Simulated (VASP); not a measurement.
# MgO (Fm-3m) in VASP: notebook

MgO is run at these levels: PBEsol; tasks: vibrations by perturbation theory.

All numbers are computed with VASP 6.6.1; they aren't measurements. Logs are shortened: lines on timing, memory, paths and dates and some standing lists are left out, and cuts for length are marked.

## 1. The cell of the first run

The structure is cubic, space group Fm-3m (No. 225). Conventional cell: a = 4.045 Å, b = 4.045 Å, c = 4.045 Å, α = 90.00°, β = 90.00°, γ = 90.00°. Mg (site symmetry m-3m) has 6 O at 2.02 Å within 2.7 Å. Within 2.7 Å of O (site symmetry m-3m) lie 6 Mg at 2.02 Å.

## 2. Vibrations by perturbation theory, PBEsol

The input, INCAR:

```
ALGO = Normal
EDIFF = 1E-8
ENCUT = 520
GGA = PS
IBRION = 8
ISIF = 2
ISMEAR = 0
LASPH = True
LCHARG = False
LEPSILON = True
LREAL = False
LWAVE = False
NELM = 60
NSW = 1
PREC = Accurate
SIGMA = 0.01
```

The input, KPOINTS:

```
k-points
0
Gamma
  10 10 10
```

The input, POSCAR:

```
MgO
1.0
    0.0000000000      2.0223473697      2.0223473697
    2.0223473697      0.0000000000      2.0223473697
    2.0223473697      2.0223473697      0.0000000000
Mg O
1 1
Direct
    0.0000000000      0.0000000000      0.0000000000
    0.5000000000      0.5000000000      0.5000000000
```

Potentials or basis: VASP PAW PBE potentials, release 64 (Mg, O).

On the command line:

```bash
cat potpaw_PBE.64/Mg/POTCAR potpaw_PBE.64/O/POTCAR > POTCAR
mpirun -np 1 vasp_std > vasp.out
```

OUTCAR:

```text
EDIFF = 1E-8
   ENCUT = 520
   GGA = PS
   IBRION = 8
   ISIF = 2
   ISMEAR = 0
   LASPH = True
   LEPSILON = True
   LREAL = False
   NELM = 60
   NSW = 1
   PREC = Accurate

 ion  position               nearest neighbor table
   1  0.000  0.000  0.000-   2 2.02   2 2.02   2 2.02   2 2.02   2 2.02   2 2.02
   2  0.500  0.500  0.500-   1 2.02   1 2.02   1 2.02   1 2.02   1 2.02   1 2.02

  LATTYP: Found a face centered cubic cell.
 ALAT       =     4.0446947394

  Lattice vectors:

 A1 = (   0.0000000000,   2.0223473697,   2.0223473697)
 A2 = (   2.0223473697,   0.0000000000,   2.0223473697)
 A3 = (   2.0223473697,   2.0223473697,   0.0000000000)

Analysis of symmetry for initial positions (statically):
=====================================================================
 Subroutine PRICEL returns:
 Original cell was already a primitive cell.

 Routine SETGRP: Setting up the symmetry group for a
 face centered cubic supercell.

 Subroutine GETGRP returns: Found 48 space group operations
 (whereof 48 operations were pure point group operations)
 out of a pool of 48 trial point group operations.

The static configuration has the point symmetry O_h .

Analysis of symmetry for dynamics (positions and initial velocities):
=====================================================================
 Subroutine PRICEL returns:
 Original cell was already a primitive cell.

 Routine SETGRP: Setting up the symmetry group for a
 face centered cubic supercell.

 Subroutine GETGRP returns: Found 48 space group operations
 (whereof 48 operations were pure point group operations)
 out of a pool of 48 trial point group operations.

The dynamic configuration has the point symmetry O_h .

 Subroutine INISYM returns: Found 48 space group operations
 (whereof 48 operations are pure point group operations),
 and found     1 'primitive' translations

----------------------------------------------------------------------------------------

                                     Primitive cell

  volume of cell :      16.5424

  direct lattice vectors                    reciprocal lattice vectors
     0.000000000  2.022347370  2.022347370    -0.247237447  0.247237447  0.247237447
     2.022347370  0.000000000  2.022347370     0.247237447 -0.247237447  0.247237447
     2.022347370  2.022347370  0.000000000     0.247237447  0.247237447 -0.247237447

  length of vectors
     2.860031078  2.860031078  2.860031078     0.428227819  0.428227819  0.428227819

  position of ions in fractional coordinates (direct lattice)
     0.000000000  0.000000000  0.000000000
     0.500000000  0.500000000  0.500000000

  ion indices of the primitive-cell ions
   primitive index   ion index
                 1           1
                 2           2

----------------------------------------------------------------------------------------

 KPOINTS: k-points

Automatic generation of k-mesh.
 Grid dimensions read from file:
 generate k-points for:   10   10   10

 Generating k-lattice:

  Cartesian coordinates                     Fractional coordinates (reciprocal lattice)
    -0.024723745  0.024723745  0.024723745     0.100000000  0.000000000  0.000000000
     0.024723745 -0.024723745  0.024723745     0.000000000  0.100000000  0.000000000
     0.024723745  0.024723745 -0.024723745     0.000000000  0.000000000  0.100000000

  Length of vectors
     0.042822782  0.042822782  0.042822782

  Shift w.r.t. Gamma in fractional coordinates (k-lattice)
     0.000000000  0.000000000  0.000000000

 Subroutine IBZKPT returns following result:
 ===========================================

 Found     47 irreducible k-points:

 Following reciprocal coordinates:
            Coordinates               Weight
  0.000000  0.000000  0.000000      1.000000
  0.100000  0.000000  0.000000      8.000000
[... 367 lines left out ...]
  energy-cutoff  :      520.00
  volume of cell :       16.54
      direct lattice vectors                 reciprocal lattice vectors
     0.000000000  2.022347370  2.022347370    -0.247237447  0.247237447  0.247237447
     2.022347370  0.000000000  2.022347370     0.247237447 -0.247237447  0.247237447
     2.022347370  2.022347370  0.000000000     0.247237447  0.247237447 -0.247237447

 POSITION                                       TOTAL-FORCE (eV/Angst)
 -----------------------------------------------------------------------------------
      0.00000      0.00000      0.00000         0.000000      0.000000      0.000000
      2.02235      2.02235      2.02235         0.000000      0.000000      0.000000
 -----------------------------------------------------------------------------------
    total drift:                               -0.000000     -0.000000      0.000000

  FREE ENERGIE OF THE ION-ELECTRON SYSTEM (eV)
  ---------------------------------------------------
  free  energy   TOTEN  =       -12.3623591327 eV

  energy  without entropy=      -12.3623591327  energy(sigma->0) =      -12.36235913

 HEAD OF MICROSCOPIC STATIC DIELECTRIC TENSOR (INDEPENDENT PARTICLE, excluding Hartree and local field effects)
 ------------------------------------------------------
           3.118788     0.000000    -0.000000
           0.000000     3.118788     0.000000
           0.000000     0.000000     3.118788
 ------------------------------------------------------

 Free energy of the ion-electron system (eV)
  ---------------------------------------------------
  ---------------------------------------------------
  free energy    TOTEN  =        -0.10103372 eV

  energy without entropy =       -0.10103372

------------------------ aborting loop because EDIFF is reached ----------------------------------------

--------------------------------------- Ionic step        2  -------------------------------------------

------------------------ aborting loop because EDIFF is reached ----------------------------------------

--------------------------------------- Ionic step        3  -------------------------------------------

------------------------ aborting loop because EDIFF is reached ----------------------------------------

 PIEZOELECTRIC TENSOR FIELD DIRECTION 3  (e Angst)
 -----------------------------------------------------------------------------
    -0.00014  0.00000  0.00000           ( -0.00001  0.00000  0.00000)
     0.00000 -0.00014 -0.00000           (  0.00000 -0.00001  0.00000)
     0.00000 -0.00000 -0.00017           (  0.00000  0.00000 -0.00001)

 PIEZOELECTRIC TENSOR FIELD DIRECTION 3  (C/m^2)
 -----------------------------------------------------------------------------
    -0.00014  0.00000  0.00000
     0.00000 -0.00014 -0.00000
     0.00000 -0.00000 -0.00016

--------------------------------------- Ionic step        4  -------------------------------------------

------------------------ aborting loop because EDIFF is reached ----------------------------------------

[... ionic steps 5 to 6 ...]

--------------------------------------- Ionic step        7  -------------------------------------------

 Free energy of the ion-electron system (eV)
  ---------------------------------------------------
  ---------------------------------------------------
  free energy    TOTEN  =        -0.35724021 eV

  energy without entropy =       -0.35724021

------------------------ aborting loop because EDIFF is reached ----------------------------------------

 INTERNAL STRAIN TENSOR  FOR ION    2  DIRECTION 1   (eV/Angst):
 -----------------------------------------------------------------------------
    -0.00530 -0.00000 -0.00000
    -0.00000  0.00702  0.00000
     0.00000  0.00000  0.00702

 MACROSCOPIC STATIC DIELECTRIC TENSOR (including local field effects in DFT)
 ------------------------------------------------------
           3.036076    -0.000000    -0.000000
           0.000000     3.036076     0.000000
          -0.000000     0.000000     3.036076
 ------------------------------------------------------

 PIEZOELECTRIC TENSOR (including local field effects)  for field in x, y, z        (e  Angst)
          XX          YY          ZZ          XY          YZ          ZX
  --------------------------------------------------------------------------------
  x     0.00000     0.00000     0.00000     0.00000     0.00000     0.00000
  y     0.00000     0.00000     0.00000     0.00000     0.00000     0.00000
  z     0.00000     0.00000     0.00000     0.00000     0.00000     0.00000

 PIEZOELECTRIC TENSOR (including local field effects)  for field in x, y, z        (C/m^2)
          XX          YY          ZZ          XY          YZ          ZX
  --------------------------------------------------------------------------------
  x     0.00000     0.00000     0.00000     0.00000     0.00000     0.00000
  y     0.00000     0.00000     0.00000     0.00000     0.00000     0.00000
  z     0.00000     0.00000     0.00000     0.00000     0.00000     0.00000

 BORN EFFECTIVE CHARGES (including local field effects) (in |e|, cummulative output)
 ---------------------------------------------------------------------------------
 ion    1
    1     1.91701     0.00000     0.00000
    2    -0.00000     1.91701     0.00000
    3     0.00000     0.00000     1.91701
 ion    2
    1    -1.91701    -0.00000     0.00000
    2     0.00000    -1.91701     0.00000
    3     0.00000     0.00000    -1.91701

 INTERNAL STRAIN TENSOR FOR ION    2 for displacements in x,y,z  (eV/Angst):
          X           Y           Z          XY          YZ          ZX
  --------------------------------------------------------------------------------
  x     0.00000     0.00000     0.00000     0.00000     0.00000     0.00000
  y     0.00000     0.00000     0.00000     0.00000     0.00000     0.00000
  z     0.00000     0.00000     0.00000     0.00000     0.00000     0.00000

 SECOND DERIVATIVES (NOT SYMMETRIZED)
 ------------------------------------
               1X          1Y          1Z          2X          2Y          2Z
  1X    -9.195550    0.000000    0.000000    9.195550    0.000000    0.000000
  1Y     0.000000   -9.195550    0.000000    0.000000    9.195550    0.000000
  1Z     0.000000    0.000000   -9.195550    0.000000    0.000000    9.195550
  2X     9.196245    0.000000    0.000000   -9.196245    0.000000    0.000000
  2Y     0.000000    9.196245    0.000000    0.000000   -9.196245    0.000000
  2Z     0.000000    0.000000    9.196245    0.000000    0.000000   -9.196245

 Eigenvectors and eigenvalues of the dynamical matrix
 ----------------------------------------------------

   1 f  =   15.262341 THz    95.896114 2PiTHz  509.096883 cm-1    63.119940 meV
             X         Y         Z           dx          dy          dz
      0.000000  0.000000  0.000000    -0.139006   -0.614518   -0.000000
      2.022347  2.022347  2.022347     0.171332    0.757423    0.000000
[... 21 lines left out ...]
   6 f/i=    0.000282 THz     0.001774 2PiTHz    0.009419 cm-1     0.001168 meV
             X         Y         Z           dx          dy          dz
      0.000000  0.000000  0.000000    -0.118138    0.025649   -0.767092
      2.022347  2.022347  2.022347    -0.095848    0.020809   -0.622362

--------------------------------------------------------------------------------------------------------

 MACROSCOPIC STATIC DIELECTRIC TENSOR IONIC CONTRIBUTION
 ------------------------------------------------------
           4.371434     0.000000     0.000000
           0.000000     4.371434     0.000000
           0.000000     0.000000     4.371434
 ------------------------------------------------------

 ELASTIC MODULI CONTR FROM IONIC RELAXATION (kBar)
 Direction    XX          YY          ZZ          XY          YZ          ZX
 --------------------------------------------------------------------------------
 XX           0.0000      0.0000      0.0000      0.0000      0.0000      0.0000
 YY           0.0000      0.0000      0.0000      0.0000      0.0000      0.0000
 ZZ           0.0000      0.0000      0.0000      0.0000      0.0000      0.0000
 XY           0.0000      0.0000      0.0000      0.0000      0.0000      0.0000
 YZ           0.0000      0.0000      0.0000      0.0000      0.0000      0.0000
 ZX           0.0000      0.0000      0.0000      0.0000      0.0000      0.0000
 --------------------------------------------------------------------------------

 PIEZOELECTRIC TENSOR IONIC CONTR  for field in x, y, z        (C/m^2)
          XX          YY          ZZ          XY          YZ          ZX
  --------------------------------------------------------------------------------
  x     0.00000     0.00000     0.00000     0.00000     0.00000     0.00000
  y     0.00000     0.00000     0.00000     0.00000     0.00000     0.00000
  z     0.00000     0.00000     0.00000     0.00000     0.00000     0.00000
```

Run time: 82 s. Hardware: 1 thread of Intel Xeon Platinum 8559C (Emerald Rapids), shared host; peak memory 0.17 GiB.

Results:

```yaml
Electronic_dielectric_tensor_diagonal: 3.04
Born_charges_mean_of_the_diagonal: Mg +1.92; O -1.92 e
Highest_phonon_frequency_at_Γ_LO-TO_splitting_left_out: 509 cm⁻¹
```

Phonon frequencies in cm⁻¹ (negative: imaginary):
| q point | frequencies |
| --- | --- |
| (0.000, 0.000, 0.000) | 0 0 0 509 509 509 |

Electronic dielectric tensor:
```
3.04 0.00 0.00
0.00 3.04 0.00
0.00 0.00 3.04
```

Born effective charge tensors (e):
atom 1, Mg
```
1.92 0.00 0.00
0.00 1.92 0.00
0.00 0.00 1.92
```
atom 2, O
```
-1.92  0.00  0.00
 0.00 -1.92  0.00
 0.00  0.00 -1.92
```

Caveat: the cell wasn't relaxed at this level first, which shifts response properties.

(Part 1 of 3 ends here.)
